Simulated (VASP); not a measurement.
# LiMo18S36 (a cell with a defect) in VASP: a series of runs, part 2 of 2

VASP 6.6.1. The steps go on from the part before.

**3. Single point, PBE**

Contents of INCAR:

```
SYSTEM = LiMo18S36
ALGO = Normal
EDIFF = 1E-6
ENCUT = 520
GGA = PE
ISIF = 2
ISMEAR = -1
LASPH = .True.
LCHARG = .False.
LREAL = Auto
LWAVE = .False.
NBANDS = 268
NELECT = 470.0
NELM = 60
PREC = Accurate
SIGMA = 0.01
```

Contents of KPOINTS:

```
k-points
0
Gamma
  1 1 1
  0 0 0
```

Contents of POSCAR:

```
LiMo18S36
1.0
    9.3669868000      0.0000000800      0.0000000000
   -4.6834934700      8.1120484800      0.0000000000
    0.0000000000      0.0000000000     12.0827026900
Mo S Li
18 36 1
Direct
    0.2218073089      0.1101912613      0.2529326948
    0.1102720639      0.2216741419      0.7469769924
    0.2218092054      0.4447736224      0.2529254295
    0.1104146464      0.5561457225      0.7475231649
    0.2222876641      0.7777219892      0.2518058032
    0.1104186459      0.8873920980      0.7475130975
    0.5562439300      0.1103373675      0.2524217437
    0.4448557281      0.2217243192      0.7470016954
    0.5563719676      0.4447760306      0.2529341180
    0.4448409879      0.5562763896      0.7469826417
    0.5562424501      0.7790741813      0.2524085830
    0.4443768784      0.8887558985      0.7481379436
    0.8874948179      0.1103191177      0.2524046849
    0.7778145094      0.2221909167      0.7481390861
    0.8888554534      0.4442822177      0.2518154246
    0.7791532048      0.5561431584      0.7475261057
    0.8888411707      0.7777246415      0.2518161732
    0.7778075167      0.8887468129      0.7481409257
    0.2218677927      0.1102615393      0.6183025014
    0.1103633742      0.2217602847      0.3816122481
    0.2206762566      0.1079357615      0.8750516841
    0.1080320400      0.2205813601      0.1248553755
    0.2218207635      0.4447001018      0.6183047221
    0.1107819980      0.5557901295      0.3812776912
    0.2206702454      0.4458431921      0.8750469908
    0.1111679298      0.5553713609      0.1226900539
    0.2225194674      0.7778149924      0.6183321092
    0.1107818162      0.8881411412      0.3812777284
    0.2218143291      0.7774820104      0.8772505705
    0.1111630487      0.8889398888      0.1226921437
    0.5558707225      0.1106865182      0.6186717220
    0.4448153004      0.2217684190      0.3816236647
    0.5554639699      0.1110962962      0.8772489608
    0.4459716116      0.2205882219      0.1248628789
    0.5563079370      0.4447196144      0.6183089562
    0.4448115044      0.5562231809      0.3816197022
    0.5586203730      0.4458895857      0.8750603108
    0.4459654733      0.5585335383      0.1248558580
    0.5558889189      0.7783511340      0.6186639640
    0.4441629173      0.8886521177      0.3816070791
    0.5554613979      0.7774930284      0.8772455974
    0.4448513863      0.8890029254      0.1226875199
    0.8882128096      0.1106582002      0.6186607691
    0.7779218208      0.2224029044      0.3816047351
    0.8890628410      0.1110875560      0.8772458674
    0.7775679778      0.2217228694      0.1226918261
    0.8887458056      0.4440623572      0.6183360213
    0.7784361558      0.5557925448      0.3812806827
    0.8890929481      0.4447544831      0.8772569935
    0.7776099292      0.5553797211      0.1226991042
    0.8887335733      0.7778091855      0.6183351697
    0.7779002211      0.8886651413      0.3816050894
    0.8891002890      0.7774678130      0.8772522354
    0.7775604361      0.8889902412      0.1226838910
    0.3333435354      0.3332427396     -0.0000540943
```

Potentials or basis: VASP PAW PBE potentials, release 64 (Mo_sv, S, Li_sv).

Run with:

```bash
> cat potpaw_PBE.64/Mo_sv/POTCAR potpaw_PBE.64/S/POTCAR potpaw_PBE.64/Li_sv/POTCAR > POTCAR
> mpirun -np 1 vasp_gam > vasp.out
```

OUTCAR:

```text
SYSTEM = LiMo18S36
   EDIFF = 1E-6
   ENCUT = 520
   GGA = PE
   ISIF = 2
   ISMEAR = -1
   LASPH = .True.
   LREAL = Auto
   NELECT = 470.0
   NELM = 60
   PREC = Accurate

 ion  position               nearest neighbor table
   1  0.222  0.110  0.253-  28 2.38  20 2.39  32 2.39  30 2.39  34 2.39  22 2.39   5 3.12  17 3.12
                             7 3.13  13 3.13   9 3.13   3 3.13
   2  0.110  0.222  0.747-  43 2.38  19 2.39  23 2.39  45 2.39  21 2.39  25 2.39  18 3.12  14 3.12
                             6 3.13   4 3.13   8 3.13  10 3.13
   3  0.222  0.445  0.253-  24 2.38  36 2.39  20 2.39  26 2.39  38 2.39  22 2.39  15 3.12   5 3.12
                            11 3.13  13 3.13   9 3.13   1 3.13
   4  0.110  0.556  0.748-  25 2.36  47 2.38  27 2.38  49 2.38  29 2.38  23 2.39   6 3.10  16 3.10
                            14 3.12  12 3.12  10 3.13   2 3.13
   5  0.222  0.778  0.252-  30 2.38  26 2.38  28 2.39  24 2.39  42 2.39  40 2.39   3 3.12   1 3.12
                            11 3.12   7 3.12  15 3.12  17 3.12
   6  0.110  0.887  0.748-  21 2.36  27 2.38  51 2.38  29 2.38  53 2.38  19 2.39   4 3.10  16 3.10
                            12 3.12  18 3.12   2 3.13   8 3.13
   7  0.556  0.110  0.252-  34 2.36  44 2.38  40 2.38  46 2.38  42 2.38  32 2.39  13 3.10  11 3.10
                            15 3.12   5 3.12   1 3.13   9 3.13
   8  0.445  0.222  0.747-  31 2.38  35 2.39  19 2.39  33 2.39  37 2.39  21 2.39  14 3.12  12 3.12
                            16 3.13   6 3.13   2 3.13  10 3.13
   9  0.556  0.445  0.253-  48 2.38  36 2.39  32 2.39  50 2.39  38 2.39  34 2.39  17 3.12  15 3.12
[... 40 lines left out ...]
  40  0.444  0.889  0.382-  11 2.38   7 2.38   5 2.39
  41  0.555  0.777  0.877-  18 2.38  12 2.38  10 2.39
  42  0.445  0.889  0.123-  11 2.38   7 2.38   5 2.39
  43  0.888  0.111  0.619-   2 2.38  18 2.38  14 2.39
  44  0.778  0.222  0.382-   7 2.38  13 2.38  15 2.39
[... 8 lines left out ...]
  53  0.889  0.777  0.877-  16 2.38   6 2.38  18 2.39
  54  0.778  0.889  0.123-  11 2.38  13 2.38  17 2.39
  55  0.333  0.333  1.000-  37 2.37  25 2.37  21 2.37  38 2.37  34 2.37  22 2.37

  LATTYP: Found a hexagonal cell.
 ALAT       =     9.3669868000
 C/A-ratio  =     1.2899241718

  Lattice vectors:

 A1 = (   9.3669868000,   0.0000000800,   0.0000000000)
 A2 = (  -4.6834934700,   8.1120484800,   0.0000000000)
[... 237 lines left out ...]
   AEXX    =    0.0000 exact exchange contribution
   IVDW    =     0    specifies the selected vdW correction
   LEPSILON=     F    determine dielectric tensor
   LRPA    =     F    only Hartree local field effects (RPA)
 non-spin polarized calculation
  energy-cutoff  :      520.00
  volume of cell :      918.11
 maximum number of plane-waves:     12404
 NGX is ok and might be reduce to    70
   NGX = 35   NGY = 35   NGZ = 45

 number of electron     469.9999979 magnetization

 Free energy of the ion-electron system (eV)
  ---------------------------------------------------
  ext. energy  EPLUGINS =         0.00000000
  ---------------------------------------------------
  free energy    TOTEN  =      -402.13902137 eV

  energy without entropy =     -402.13902137  energy(sigma->0) =     -402.13902137

 E-fermi :   8.6622     XC(G=0): -11.1232

 val. band max:        8.2502029978   @ k =   0.0000   0.0000   0.0000
 cond. band min:       9.4558793798   @ k =   0.0000   0.0000   0.0000
 fundamental gap:      1.2056763820
 Fermi energy:         8.6622294328

 k-point     1 :       0.0000    0.0000    0.0000
  band No.  band energies     occupation
      1     -53.1484      2.00000
      2     -53.1484      2.00000
      3     -53.1216      2.00000
      4     -53.1216      2.00000
      5     -53.1215      2.00000
      6     -53.1215      2.00000
[... 239 lines left out ...]
    246       9.8422      0.00000
    247       9.8423      0.00000
 [bands above 247 left out]

------------------------ aborting loop because EDIFF is reached ----------------------------------------

  FORCE on cell =-STRESS in cart. coord.  units (eV):
  Direction    XX          YY          ZZ          XY          YZ          ZX
  --------------------------------------------------------------------------------------
  -------------------------------------------------------------------------------------
  Total       37.5323438     37.5289931     28.8568289      0.0028881     -0.0096085     -0.0050850
  in kB       65.4970487     65.4912015     50.3575566      0.0050399     -0.0167676     -0.0088737
  external PRESSURE =      60.4486023 kB  Pullay stress =       0.0000000 kB

 VOLUME and BASIS-vectors are now :
 -----------------------------------------------------------------------------
  energy-cutoff  :      520.00
  volume of cell :      918.11
      direct lattice vectors                 reciprocal lattice vectors
     9.366986800  0.000000080  0.000000000     0.106757917  0.061636713  0.000000000
    -4.683493470  8.112048480  0.000000000    -0.000000001  0.123273424  0.000000000
     0.000000000  0.000000000 12.082702690     0.000000000  0.000000000  0.082762940

 POSITION                                       TOTAL-FORCE (eV/Angst)
 -----------------------------------------------------------------------------------
      1.56159      0.89388      3.05611        -0.000154     -0.000849      0.000122
     -0.00529      1.79823      9.02550        -0.001963      0.003343      0.001833
     -0.00541      3.60803      3.05602        -0.001005     -0.001885      0.001579
     -1.57045      4.51148      9.03210        -0.000143     -0.000026     -0.002716
     -1.56029      6.30892      3.04249        -0.000928     -0.000925     -0.001659
     -3.12181      7.19857      9.03198        -0.000344      0.001197     -0.001912
[... 47 lines left out ...]
      3.11982      7.21153      1.48235        -0.001039     -0.000595      0.013178
      1.56168      2.70328     12.08205        -0.001681     -0.001846      0.001160
 -----------------------------------------------------------------------------------
    total drift:                                0.001532     -0.002061     -0.000169

  FREE ENERGIE OF THE ION-ELECTRON SYSTEM (eV)
  ---------------------------------------------------
  free  energy   TOTEN  =      -402.1390213701 eV

  energy  without entropy=     -402.1390213701  energy(sigma->0) =     -402.13902137
```

OSZICAR:

```text
N       E                     dE             d eps       ncg     rms          rms(c)
DAV:   1     0.685855795744E+04    0.68586E+04   -0.28888E+05   576   0.180E+03
DAV:   2     0.325600285841E+03   -0.65330E+04   -0.63626E+04   676   0.509E+02
DAV:   3    -0.388370014132E+03   -0.71397E+03   -0.69080E+03   672   0.150E+02
[... 11 lines left out ...]
DAV:  15    -0.402138990900E+03    0.71617E-05   -0.38697E-04   712   0.554E-02    0.100E-01
DAV:  16    -0.402139014288E+03   -0.23387E-04   -0.52767E-05   640   0.173E-02    0.531E-02
DAV:  17    -0.402139019178E+03   -0.48901E-05   -0.11063E-05   584   0.737E-03    0.297E-02
DAV:  18    -0.402139021077E+03   -0.18992E-05   -0.49259E-06   512   0.585E-03    0.147E-02
DAV:  19    -0.402139021370E+03   -0.29305E-06   -0.17497E-06   392   0.402E-03
   1 F= -.40213902E+03 E0= -.40213902E+03  d E =0.000000E+00
```

It took 7.5 min on 1 thread of Intel Xeon Platinum 8488C (Sapphire Rapids), shared host; peak memory 0.86 GiB.

What came out:

```
Free energy   : -402.1390 eV
Largest force : 0.015 eV/Å
```

Forces on the atoms (eV/Å):
```
Mo   0.000 -0.001  0.000
Mo  -0.002  0.003  0.002
Mo  -0.001 -0.002  0.002
Mo   0.000  0.000 -0.003
Mo  -0.001 -0.001 -0.002
Mo   0.000  0.001 -0.002
Mo   0.001 -0.002  0.001
Mo   0.001 -0.002 -0.001
Mo   0.001 -0.002  0.001
Mo   0.002  0.000  0.001
Mo   0.000 -0.001  0.002
Mo  -0.001  0.000  0.001
Mo   0.000  0.001  0.003
Mo   0.000 -0.001  0.000
Mo  -0.001  0.000 -0.003
Mo   0.002  0.000 -0.003
Mo   0.001 -0.001 -0.003
Mo   0.000  0.000  0.000
S   -0.002 -0.002  0.013
S    0.001 -0.001 -0.014
S    0.001 -0.006 -0.010
S   -0.003 -0.001  0.013
S    0.002 -0.001  0.014
S    0.001 -0.001 -0.014
S   -0.002  0.004 -0.008
S    0.002  0.002  0.012
S   -0.003  0.000  0.014
S   -0.001  0.002 -0.013
S   -0.002 -0.002 -0.014
S    0.003  0.001  0.015
S    0.001  0.000  0.013
S   -0.003  0.001 -0.014
S    0.001  0.002 -0.012
S    0.003  0.001  0.010
S   -0.002  0.001  0.014
S    0.001 -0.001 -0.014
S    0.003  0.003 -0.008
S    0.001  0.005  0.009
S    0.001 -0.003  0.014
S    0.000  0.002 -0.014
S    0.001  0.001 -0.014
S   -0.001  0.001  0.013
S    0.001  0.000  0.012
S    0.000 -0.002 -0.014
S   -0.002  0.001 -0.015
S    0.001 -0.001  0.013
S    0.000  0.001  0.014
S   -0.004 -0.001 -0.014
S   -0.001  0.000 -0.013
S    0.000  0.002  0.014
S    0.002  0.001  0.013
S    0.001  0.002 -0.013
S    0.000 -0.001 -0.014
S   -0.001 -0.001  0.013
Li  -0.002 -0.002  0.001
```

Caveat: the k points lie up to 0.77 Å⁻¹ apart; the cell carries a net charge on a neutralising background, which shifts energy and pressure; the cell is charged against a uniform background, so pressure and absolute levels hang on convention; the cutoff is under 1.25 times the usual one of these potentials, so pressure, stress and relaxed cells hold a basis-set (Pulay) error.

**4. Single point, PBE**

Contents of INCAR:

```
  PREC = Accurate
  ENCUT = 520
  EDIFF = 1E-7
  ISMEAR = -1
  SIGMA = 0.01
  LREAL = Auto
  LASPH = T
  NELM = 60
  ALGO = Normal
  ISIF = 2
  LWAVE = F
  LCHARG = T
  GGA = PE
  LELF = T
  LVHAR = T
  NELECT = 470.0
  NBANDS = 268
```

Contents of KPOINTS:

```
Automatic mesh
0
Gamma
  1 1 1
```

Contents of POSCAR:

```
LiMo18S36
1.0
    9.3669868000      0.0000000800      0.0000000000
   -4.6834934700      8.1120484800      0.0000000000
    0.0000000000      0.0000000000     12.0827026900
Mo S Li
18 36 1
Direct
    0.2219528409      0.1107605538      0.2516366642
    0.1112880868      0.2219033818      0.7481544677
    0.2206230006      0.4433743205      0.2522257709
    0.1112951454      0.5553557775      0.7481789656
    0.2219678407      0.7773318907      0.2516163873
    0.1126455664      0.8893042255      0.7475884520
    0.5553813582      0.1107598109      0.2516244981
    0.4439187309      0.2205891605      0.7475788515
    0.5548823888      0.4431811477      0.2527979938
    0.4436913088      0.5548425870      0.7469904070
    0.5548862269      0.7778285560      0.2527829310
    0.4439198992      0.8893405879      0.7475781066
    0.8893424892      0.1121089120      0.2522362817
    0.7778850483      0.2219503424      0.7481698617
    0.8893610965      0.4433702458      0.2522217155
    0.7783666944      0.5548679780      0.7470081183
    0.8895294499      0.7778216494      0.2528000629
    0.7783605102      0.8895060176      0.7469891656
    0.2222592624      0.1109649412      0.6183795291
    0.1110164662      0.2217045418      0.3814293141
    0.2225864161      0.1106381433      0.8772888212
    0.1106605640      0.2220372568      0.1225172909
    0.2216362482      0.4438071334      0.6186597644
    0.1110383427      0.5554649978      0.3814169825
    0.2225068875      0.4442171408      0.8772585300
    0.1106931514      0.5547607367      0.1225025591
    0.2222506069      0.7772357374      0.6183887986
    0.1115812436      0.8888388684      0.3811268156
    0.2226095587      0.7779318624      0.8773029737
    0.1107055460      0.8884298471      0.1225379816
    0.5560130780      0.1110160963      0.6183768807
    0.4438637004      0.2211414255      0.3811310365
    0.5553318666      0.1106791901      0.8772982562
    0.4442798688      0.2220000249      0.1225322710
    0.5553160765      0.4434143810      0.6183374028
    0.4434504508      0.5547985784      0.3814618400
    0.5541515054      0.4411106473      0.8750701123
    0.4411332621      0.5536223034      0.1247190334
    0.5552975308      0.7779021503      0.6183299541
    0.4438682516      0.8888484804      0.3811207739
    0.5541524892      0.7790526611      0.8750518217
    0.4443062122      0.8884339119      0.1225195255
    0.8893813353      0.1115501135      0.6186578609
    0.7772521379      0.2217057679      0.3814242656
    0.8889638975      0.1106789402      0.8772552195
    0.7779601456      0.2220426742      0.1225088491
    0.8894047670      0.4438651886      0.6186739169
    0.7779396050      0.5547675102      0.3814629987
    0.8889638031      0.4442859208      0.8772759102
    0.7790823528      0.5536098494      0.1247368274
    0.8898282402      0.7779089270      0.6183397202
    0.7779167684      0.8892661275      0.3814610951
    0.8920968062      0.7790669575      0.8750810370
    0.7791097997      0.8916058571      0.1247354204
    0.6665188302      0.6663372341     -0.0001330000
```

Run with:

```bash
> cat potpaw_PBE.64/Mo_sv/POTCAR potpaw_PBE.64/S/POTCAR potpaw_PBE.64/Li_sv/POTCAR > POTCAR
> mpirun -np 1 vasp_gam > vasp.out
```

It took 7.7 min on 1 thread of Intel Xeon Platinum 8488C (Sapphire Rapids), shared host; peak memory 0.87 GiB.

The run converged. Its results:

```yaml
Free_energy: -402.1389 eV
Largest_force: 0.015 eV/Å
```

Forces on the atoms (eV/Å):
```
Mo   0.000 -0.001  0.003
Mo   0.000  0.000 -0.002
Mo  -0.003 -0.002  0.010
Mo   0.000  0.000 -0.003
Mo   0.000  0.001  0.004
Mo   0.002  0.002 -0.010
Mo   0.001  0.000  0.003
Mo   0.000 -0.004 -0.010
Mo   0.001  0.009  0.000
Mo   0.008  0.004  0.000
Mo   0.008 -0.004  0.001
Mo  -0.004  0.001 -0.011
Mo   0.000  0.004  0.010
Mo  -0.001 -0.001 -0.004
Mo   0.004 -0.002  0.011
Mo  -0.009  0.005  0.000
Mo  -0.007 -0.005  0.000
Mo   0.000 -0.010  0.001
S   -0.001 -0.003  0.012
S   -0.002 -0.002 -0.013
S    0.000  0.001 -0.013
S    0.001  0.003  0.014
S    0.003  0.001  0.015
S   -0.001 -0.003 -0.014
S    0.001  0.000 -0.012
S   -0.001  0.001  0.013
S   -0.002  0.002  0.014
S   -0.002  0.000 -0.013
S   -0.003  0.000 -0.014
S    0.003  0.000  0.013
S   -0.002 -0.002  0.013
S   -0.001  0.003 -0.013
S   -0.001 -0.001 -0.014
S    0.000  0.000  0.012
S   -0.002  0.002  0.013
S    0.002  0.000 -0.012
S    0.000 -0.002 -0.010
S    0.001  0.000  0.008
S    0.002  0.000  0.014
S    0.002  0.000 -0.014
S   -0.001 -0.002 -0.009
S    0.000 -0.001  0.012
S    0.002 -0.002  0.013
S    0.004  0.002 -0.014
S   -0.003  0.002 -0.013
S    0.001 -0.001  0.013
S   -0.001  0.001  0.013
S   -0.003  0.001 -0.014
S   -0.001 -0.001 -0.012
S   -0.002  0.000  0.008
S   -0.001  0.001  0.011
S    0.003  0.000 -0.011
S    0.001 -0.001 -0.011
S    0.000  0.000  0.011
Li   0.003  0.003  0.004
```

Levels at points of the mesh, in eV from the Fermi level:
```
           k point  band 233  band 234  band 235  band 236  band 237  band 238
(0.00, 0.00, 0.00)     -0.96     -0.93     -0.40      0.81      0.81      0.81
```

Caveat: the k points lie up to 0.77 Å⁻¹ apart; the cell carries a net charge on a neutralising background, which shifts energy and pressure; the cell is charged against a uniform background, so pressure and absolute levels hang on convention; the cutoff is under 1.25 times the usual one of these potentials, so pressure, stress and relaxed cells hold a basis-set (Pulay) error.
